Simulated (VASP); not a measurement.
# BaTiO3 (P1) in VASP: settings compared

Aim: see how the results for BaTiO3 move with the level of theory and the settings. Levels: PBEsol, PBE. Tasks: single point.

Program: VASP 6.6.1. These are calculated values, not measurements. Logs are shortened: lines on timing, memory, paths and dates and some standing lists are left out, and cuts for length are marked.

**1. The cell of the first run**

The typed cell holds 10 atoms: a = 6.106 Å, b = 5.370 Å, c = 6.060 Å, α = 78.35°, β = 124.86°, γ = 127.36°.

**2. Single point, PBEsol**

Contents of INCAR:

```
  PREC = Accurate
  ENCUT = 520
  EDIFF = 1E-6
  ISMEAR = -1
  SIGMA = 0.05
  LREAL = False
  LASPH = True
  NELM = 100
  ALGO = Normal
  ISIF = 2
  LWAVE = False
  LCHARG = True
  GGA = PS
  LELF = True
  LVHAR = True
  NBANDS = 51
```

Contents of KPOINTS:

```
Automatic mesh
0
Gamma
  7 7 6
```

Contents of POSCAR:

```
BaTiO3
1.0
    4.5338760500     -2.9379638800     -2.8444881300
   -4.1791542400     -2.1732400700      2.5787236500
   -4.6762392700      2.6713797400     -2.7780311600
Ba Ti O
2 2 6
Direct
    0.9929438400      0.4986419800      0.4991208400
    0.9981196900      0.9966392300      0.0001370000
    0.4952686900      0.2509026300      0.7392901800
    0.4933295800      0.7515767200      0.2408135500
    0.5108239000      0.5021635500      0.0106287500
    0.5104097200      0.0023124000      0.5087025000
    0.4954844800      0.4957351500      0.4991277600
    0.4955713100      0.9926633600      0.9992015800
    0.0111918500      0.0068669100      0.5088670800
    0.0044169400      0.5024980700      0.0016707600
```

Potentials or basis: VASP PAW PBE potentials, release 64 (Ba_sv, Ti_sv, O).

Launch:

```
cat potpaw_PBE.64/Ba_sv/POTCAR potpaw_PBE.64/Ti_sv/POTCAR potpaw_PBE.64/O/POTCAR > POTCAR
mpirun -np 1 vasp_std > vasp.out
```

OUTCAR:

```text
PREC = Accurate
   ENCUT = 520
   EDIFF = 1E-6
   ISMEAR = -1
   LREAL = False
   LASPH = True
   NELM = 100
   ISIF = 2
   GGA = PS

 ion  position               nearest neighbor table
   1  0.993  0.499  0.499-   6 2.53   6 2.60   9 2.67   9 2.70   5 2.74   5 2.89   8 2.89   8 2.93
                            10 3.01   7 3.03  10 3.05   7 3.08   4 3.17   3 3.17   4 3.51   3 3.52
   2  0.998  0.997  0.000-   5 2.54   5 2.59  10 2.68  10 2.70   6 2.77   6 2.86   7 2.91   7 2.92
                             9 3.01   9 3.05   8 3.05   8 3.05   3 3.17   4 3.19   4 3.47   3 3.53
   3  0.495  0.251  0.739-   7 1.75   8 1.88   9 1.93  10 2.03   6 2.19   5 2.26   2 3.17   1 3.17
                             1 3.52   2 3.53   1 3.53   2 3.61   2 3.63   1 3.71
   4  0.493  0.752  0.241-   8 1.75   7 1.86  10 1.95   9 2.07   5 2.20   6 2.23   1 3.17   2 3.19
                             2 3.47   1 3.51   2 3.58   1 3.62   1 3.63   2 3.70
   5  0.511  0.502  0.011-   4 2.20   3 2.26   2 2.54   2 2.59   1 2.74   1 2.89
   6  0.510  0.002  0.509-   3 2.19   4 2.23   1 2.53   1 2.60   2 2.77   2 2.86
   7  0.495  0.496  0.499-   3 1.75   4 1.86   2 2.91   2 2.92   1 3.03   1 3.08
   8  0.496  0.993  0.999-   4 1.75   3 1.88   1 2.89   1 2.93   2 3.05   2 3.05
   9  0.011  0.007  0.509-   3 1.93   4 2.07   1 2.67   1 2.70   2 3.01   2 3.05
  10  0.004  0.502  0.002-   4 1.95   3 2.03   2 2.68   2 2.70   1 3.01   1 3.05

  LATTYP: Found a triclinic cell.
 ALAT       =     5.3701134277
 B/A-ratio  =     1.7388149973
 C/A-ratio  =     2.6913073756
 COS(alpha) =     0.0029780057
 COS(beta)  =     0.5149588606
 COS(gamma) =     0.8408304943

  Lattice vectors:

 A1 = (   4.1791542400,   2.1732400700,  -2.5787236500)
 A2 = (   4.0367910200,   1.9066559300,  -8.2012429400)
 A3 = (   8.2883131100,   9.9908523700,   6.3533557600)

Analysis of symmetry for initial positions (statically):
=====================================================================
 Subroutine PRICEL returns:
 Original cell was already a primitive cell.

 Routine SETGRP: Setting up the symmetry group for a
 triclinic supercell.

 Subroutine GETGRP returns: Found  1 space group operations
 (whereof  1 operations were pure point group operations)
 out of a pool of  2 trial point group operations.

The static configuration has the point symmetry C_1 .

Analysis of symmetry for dynamics (positions and initial velocities):
=====================================================================
 Subroutine PRICEL returns:
 Original cell was already a primitive cell.

 Routine SETGRP: Setting up the symmetry group for a
 triclinic supercell.

 Subroutine GETGRP returns: Found  1 space group operations
 (whereof  1 operations were pure point group operations)
[... 126 lines left out ...]
   POTIM  = 0.5000    time-step for ionic-motion
   TEBEG  =    0.0;   TEEND  =   0.0 temperature during run
   PSTRESS=    0.0 pullay stress
   NELECT =      80.0000    total number of electrons
   NUPDOWN=      -1.0000    fix difference up-down
   EMIN   =  10.00;   EMAX   =-10.00  energy-range for DOS
   EFERMI =   0.00;   METHOD = LEGACY
   ISMEAR =    -1;   SIGMA  =   0.05  broadening in eV -4-tet -1-fermi 0-gaus
   EFERMI_NEDOS =   21; number of points for ismear=-14 and -15
   IALGO  =     38    algorithm
   IMIX   =      4    mixing-type and parameters
     AMIX     =   0.40;   BMIX     =  1.00
     AMIX_MAG =   1.60;   BMIX_MAG =  1.00
  volume/ion in A,a.u.               =      12.63        85.26
  Fermi-wavevector in a.u.,A,eV,Ry     =   1.405801  2.656578 26.888867  1.976276
  Thomas-Fermi vector in A             =   2.528225
   LORBIT       =      0    0 simple, 1 ext, 2 COOP (PROOUT), +10 PAW based schemes
   GGA     = PS    functional components
   LHFCALC =     F    Hartree Fock is set to
   AEXX    =    0.0000 exact exchange contribution
   IVDW    =     0    specifies the selected vdW correction
   LEPSILON=     F    determine dielectric tensor
   LRPA    =     F    only Hartree local field effects (RPA)
 non-spin polarized calculation
  energy-cutoff  :      520.00
  volume of cell :      126.34
 maximum number of plane-waves:      3424
 NGX is ok and might be reduce to    48
   NGX = 23   NGY = 19   NGZ = 23

 number of electron      80.0000007 magnetization

 Free energy of the ion-electron system (eV)
  ---------------------------------------------------
  ext. energy  EPLUGINS =         0.00000000
  ---------------------------------------------------
  free energy    TOTEN  =       -80.80937132 eV

  energy without entropy =      -80.80936929  energy(sigma->0) =      -80.80937031

 E-fermi :   4.7914     XC(G=0): -11.5632

 val. band max:        4.3148005571   @ k =   0.0000   0.0000   0.0000
 cond. band min:       5.2069653691   @ k =   0.0000   0.0000   0.0000
 fundamental gap:      0.8921648120
 Fermi energy:         4.7913989847

 k-point     1 :       0.0000    0.0000    0.0000
  band No.  band energies     occupation
      1     -52.4055      2.00000
      2     -52.3881      2.00000
      3     -29.0767      2.00000
      4     -28.9128      2.00000
      5     -28.7908      2.00000
      6     -28.7515      2.00000
[... 1285 lines left out ...]
     50       9.9239      0.00000
     51      11.2012      0.00000

 [... further k-points ...]
[... 5 lines left out ...]
  --------------------------------------------------------------------------------------
  -------------------------------------------------------------------------------------
  Total       -7.6405877     26.0595677      6.1660889     10.1885553    -11.7788106     -3.7176507
  in kB      -96.8934135    330.4720240     78.1946922    129.2052323   -149.3719094    -47.1450467
  external PRESSURE =     103.9244342 kB  Pullay stress =       0.0000000 kB

 VOLUME and BASIS-vectors are now :
 -----------------------------------------------------------------------------
  energy-cutoff  :      520.00
  volume of cell :      126.34
      direct lattice vectors                 reciprocal lattice vectors
     4.533876050 -2.937963880 -2.844488130    -0.006739094 -0.187339154 -0.168803148
    -4.179154240 -2.173240070  2.578723650    -0.124745787 -0.204975652  0.012877229
    -4.676239270  2.671379740 -2.778031160    -0.108895697  0.001550896 -0.175172490

 POSITION                                       TOTAL-FORCE (eV/Angst)
 -----------------------------------------------------------------------------------
      0.08397     -2.66756     -2.92513         0.124408     -0.255529     -0.112891
      0.35960     -5.09801     -0.26946        -0.023117     -0.221794      0.110179
     -2.26017     -0.02543     -2.81555         0.112017      0.735893     -0.528916
     -2.03036     -2.43944     -0.13415         0.195574      0.588193     -0.468333
      0.16769     -2.56371     -0.18762        -0.253675      0.173343      0.125651
     -0.07434     -0.14565     -2.85908        -0.171627      0.257323      0.181635
     -2.15933     -1.19971     -1.51763         0.037319     -0.780626      0.346015
     -6.57414     -0.94402     -1.62566        -0.028615     -0.928545      0.459220
     -2.35754      1.31157     -1.42778         0.027026      0.280877      0.048425
     -2.08780     -1.10056      1.27860        -0.019309      0.150865     -0.160985
 -----------------------------------------------------------------------------------
    total drift:                               -0.000150     -0.000226     -0.000320

  FREE ENERGIE OF THE ION-ELECTRON SYSTEM (eV)
  ---------------------------------------------------
  free  energy   TOTEN  =       -80.8093713214 eV

  energy  without entropy=      -80.8093692931  energy(sigma->0) =      -80.80937031
```

OSZICAR:

```text
N       E                     dE             d eps       ncg     rms          rms(c)
DAV:   1     0.100876376603E+04    0.10088E+04   -0.40025E+04 15096   0.171E+03
DAV:   2     0.567133240215E+02   -0.95205E+03   -0.89055E+03 16603   0.489E+02
DAV:   3    -0.916522202869E+02   -0.14837E+03   -0.14426E+03 20326   0.185E+02
DAV:   4    -0.101052225370E+03   -0.94000E+01   -0.93664E+01 22760   0.440E+01
DAV:   5    -0.101468724638E+03   -0.41650E+00   -0.41619E+00 20776   0.809E+00    0.356E+01
DAV:   6    -0.807088642593E+02    0.20760E+02   -0.10631E+02 22312   0.749E+01    0.148E+01
DAV:   7    -0.812323196910E+02   -0.52346E+00   -0.22788E+01 21808   0.273E+01    0.107E+01
DAV:   8    -0.807939394075E+02    0.43838E+00   -0.20860E+00 22570   0.116E+01    0.411E+00
DAV:   9    -0.808242909967E+02   -0.30352E-01   -0.51271E-01 18574   0.338E+00    0.147E+00
DAV:  10    -0.808139040702E+02    0.10387E-01   -0.11173E-01 20860   0.229E+00    0.726E-01
DAV:  11    -0.808096934443E+02    0.42106E-02   -0.15718E-02 21613   0.132E+00    0.155E-01
DAV:  12    -0.808095035379E+02    0.18991E-03   -0.23072E-03 22594   0.410E-01    0.668E-02
DAV:  13    -0.808093760643E+02    0.12747E-03   -0.43945E-04 20341   0.159E-01    0.351E-02
DAV:  14    -0.808093668630E+02    0.92013E-05   -0.10164E-04 22032   0.800E-02    0.183E-02
DAV:  15    -0.808093718070E+02   -0.49440E-05   -0.17499E-05 22029   0.263E-02    0.126E-02
DAV:  16    -0.808093713214E+02    0.48559E-06   -0.47334E-06 17028   0.185E-02
   1 F= -.80809371E+02 E0= -.80809370E+02  d E =-.202834E-05
```

stdout:

```text
POSCAR found type information on POSCAR BaTiO
 POSCAR found :  3 types and      10 ions
 scaLAPACK will be used
 -----------------------------------------------------------------------------
|                                                                             |
|                                                                             |
|     You enforced a specific xc type in the INCAR file but a different       |
|     I HOPE YOU KNOW WHAT YOU ARE DOING!                                     |
|                                                                             |
 -----------------------------------------------------------------------------

 LDA part: xc-table for (Slater+PW92), standard interpolation
 POSCAR, INCAR and KPOINTS ok, starting setup
 FFT: planning ... GRIDC
 FFT: planning ... GRID_SOFT
 FFT: planning ... GRID
 WAVECAR not read
 entering main loop
```

Run time: 40 min. Hardware: 1 thread of Oxide Virtual Turin-like, shared host; peak memory 0.8 GiB.

What came out:

```yaml
Free_energy: -80.8094 eV
Pressure: 10.4 GPa
Largest_force: 1.036 eV/Å
Band_gap_on_the_k_mesh: 0.89 eV
```

Forces in eV/Å, atoms in the order of the input:
```
Ba   0.124 -0.256 -0.113
Ba  -0.023 -0.222  0.110
Ti   0.112  0.736 -0.529
Ti   0.196  0.588 -0.468
O   -0.254  0.173  0.126
O   -0.172  0.257  0.182
O    0.037 -0.781  0.346
O   -0.029 -0.929  0.459
O    0.027  0.281  0.048
O   -0.019  0.151 -0.161
```

Levels at points of the mesh, in eV from the valence-band top:
```tsv
k point	band 38	band 39	band 40	band 41	band 42	band 43
(0.00, 0.00, 0.00)	-0.18	-0.10	0.00	0.89	1.33	1.53
(0.00, 0.00, 0.50)	-0.62	-0.30	-0.20	2.34	2.39	2.89
```

Caveat: the cell stands under pressure; the PAW data sets were made with another functional, which shifts forces and pressure a little; spin-orbit coupling is left out, which moves the levels of the heavy elements; an odd mesh through Γ misses points on the zone boundary, where band edges can lie.

**3. Single point, PBE**

Contents of INCAR:

```
PREC = Accurate
ENCUT = 520
EDIFF = 1E-6
ISMEAR = -1
SIGMA = 0.05
LREAL = F
LASPH = T
NELM = 100
ALGO = Normal
ISIF = 2
LWAVE = F
LCHARG = F
GGA = PE
NBANDS = 51
```

KPOINTS is that of step 2.

POSCAR is that of step 2.

Potentials or basis: VASP PAW PBE potentials, release 64 (Ba_sv, Ti_sv, O).

Launch:

```
cat potpaw_PBE.64/Ba_sv/POTCAR potpaw_PBE.64/Ti_sv/POTCAR potpaw_PBE.64/O/POTCAR > POTCAR
mpirun -np 1 vasp_std > vasp.out
```

Wall time 35 min (1 thread of Oxide Virtual Turin-like, shared host); peak memory 0.81 GiB.

The run converged. Its results:

```yaml
Free_energy: -76.6491 eV
Pressure: 16.8 GPa
Largest_force: 1.065 eV/Å
Band_gap_on_the_k_mesh: 0.94 eV
```

Forces on the atoms (eV/Å):
```
Ba   0.136 -0.268 -0.125
Ba  -0.026 -0.229  0.107
Ti   0.105  0.735 -0.550
Ti   0.193  0.583 -0.490
O   -0.244  0.179  0.133
O   -0.164  0.269  0.185
O    0.032 -0.797  0.354
O   -0.030 -0.956  0.469
O    0.020  0.311  0.073
O   -0.023  0.173 -0.156
```

Stress tensor (GPa, compression positive):
```
 -3.85  13.06  -4.79
 13.06  39.87 -15.18
 -4.79 -15.18  14.33
```

Levels at points of the mesh, in eV from the valence-band top:
```
           k point  band 36  band 37  band 38  band 39  band 40  band 41  band 42  band 43  band 44  band 45
(0.00, 0.00, 0.00)    -0.60    -0.50    -0.18    -0.10     0.00     0.94     1.38     1.58     2.81     3.34
(0.00, 0.00, 0.50)    -1.25    -0.65    -0.62    -0.30    -0.20     2.36     2.41     2.90     2.94     3.26
```

Caveat: the cell stands under pressure; spin-orbit coupling is left out, which moves the levels of the heavy elements; an odd mesh through Γ misses points on the zone boundary, where band edges can lie; forces of over 1 eV/Å act on the atoms, so gaps and moduli don't describe the material at rest.
